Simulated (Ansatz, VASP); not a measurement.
# One calculation of Ti, two programs

```
Ti
1.0
     3.10487    0.00000    0.00000
    -1.55244    2.68890    0.00000
     0.00000    0.00000    4.68600
Ti
2
Direct
  0.33333 0.66667 0.25000
  0.66667 0.33333 0.75000
```

Change from the starting cell: strain +0.0525 x Voigt [1, 1, 0, 0, 0, 0], atoms carried along.

Alike in both runs: task single point; functional r2SCAN; k mesh 18 × 18 × 10; occupations gaussian, width 0.15 eV; no spin polarisation.

```csv
,VASP,Ansatz
version,VASP 6.6.1,Ansatz 0.2.0
potentials or method,"VASP PAW PBE potentials, release 64 (Ti_sv), cutoff 520 eV","scalar-relativistic, plane waves, PAW"
valence electrons in the cell,24,24
```

Ansatz gave:

```
gap on the k mesh at the Fermi level (eV)                     : none
pressure (GPa)                                                : -11.5
traceless stress, the component that is largest in VASP (GPa) : 3.00
```

Q: Which values does VASP return?

A: gap on the k mesh at the Fermi level (eV): none; pressure (GPa): -11.2; traceless stress, the component that is largest in VASP (GPa): 3.02.

VASP's potentials were made for PBE, not for r2SCAN. A gap of «none» marks a metal or a gap that the smearing closes.
